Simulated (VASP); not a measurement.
Wanted: the native input for a VASP 6.6.1 run.

```yaml
Task: single point
Functional: PBEsol
Potentials_or_basis: VASP PAW PBE potentials, release 64 (Na_pv, S)
Cutoff: 500 eV
k_mesh: 6 × 6 × 6
Occupations: gaussian, width 0.01 eV
Spin: no spin polarisation
Dipole_correction: no
Further_INCAR_settings: ALGO = Normal; EDIFF = 1e-06; NBANDS = 17
```

The structure of Na2S lies in POSCAR:

```
Na2S
1.0
    3.0273672000      3.0273672000      0.0000000000
   -3.0273672000      3.0273672000      0.0000000000
    0.0000000000      3.0273672000      3.0273672000
Na S
2 1
Direct
    0.2500000000      0.7500000000      0.5000000000
    0.7500000000      0.2500000000      0.5000000000
    0.0000000000      0.0000000000      0.0000000000
```

One way to write it, as run:

INCAR

```
ALGO     = Normal         # electronic algorithm
EDIFF    = 1E-6           # SCF threshold, eV
ENCUT    = 500            # plane-wave cutoff, eV
GGA      = PS             # functional
GGA_COMPAT= False        
ISIF     = 2              # what is computed and relaxed
ISMEAR   = 0              # smearing method
LASPH    = True           # aspherical terms in the spheres
LCHARG   = False          # write CHGCAR
LREAL    = False          # projectors in reciprocal space
LWAVE    = False          # write WAVECAR
NBANDS   = 17             # bands
NELM     = 120            # most SCF steps
PREC     = Accurate       # precision mode
SIGMA    = 0.01           # smearing width, eV
```

KPOINTS

```
k-points
0
Gamma
  6 6 6
```

Potentials or basis: VASP PAW PBE potentials, release 64 (Na_pv, S).

Launch:

```bash
$ cat potpaw_PBE.64/Na_pv/POTCAR potpaw_PBE.64/S/POTCAR > POTCAR
$ mpirun -np 1 vasp_std > vasp.out
```

Results of the run:

- Pressure: 10.2 GPa
- Band gap on the k mesh: 3.19 eV, direct

Caveat: the PAW data sets were made with another functional, which shifts forces and pressure a little.

It took 19 s on 1 thread of AMD EPYC 7R13, on a shared host, peak memory 0.14 GiB.
